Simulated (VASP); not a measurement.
Here is a VASP 6.6.1 calculation.

File INCAR:

```
SYSTEM = PtSe
PREC = Accurate
ENCUT = 500
EDIFF = 1E-6
ISMEAR = -1
SIGMA = 0.05
LREAL = .False.
LASPH = .True.
NELM = 120
ALGO = Normal
ISIF = 2
LWAVE = .False.
LCHARG = .True.
GGA = PE
LELF = .True.
LVHAR = .True.
NBANDS = 15
GGA_COMPAT = .False.
```

File KPOINTS:

```
Automatic mesh
0
Gamma
  8 8 8
  0 0 0
```

POSCAR

```
PtSe
1.0
    0.0000000000      2.7412846694      2.7412846694
    2.7412846694      0.0000000000      2.7412846694
    2.7412846694      2.7412846694      0.0000000000
Pt Se
1 1
Direct
    0.5000000000      0.5000000000      0.5000000000
    0.0000000000      0.0000000000      0.0000000000
```

Potentials or basis: VASP PAW PBE potentials, release 64 (Pt, Se).

Command:

```sh
$ cat potpaw_PBE.64/Pt/POTCAR potpaw_PBE.64/Se/POTCAR > POTCAR
$ mpirun -np 1 vasp_std > vasp.out
```

(1) Predict the band gap on the k mesh.

(2) Predict the pressure.

Results:

(1) zero (band 8 reaches 8.42 eV, above the bottom of band 9 at 4.67 eV).

(2) -10.9 GPa.

Caveat: spin-orbit coupling is left out, which moves the levels of the heavy elements.
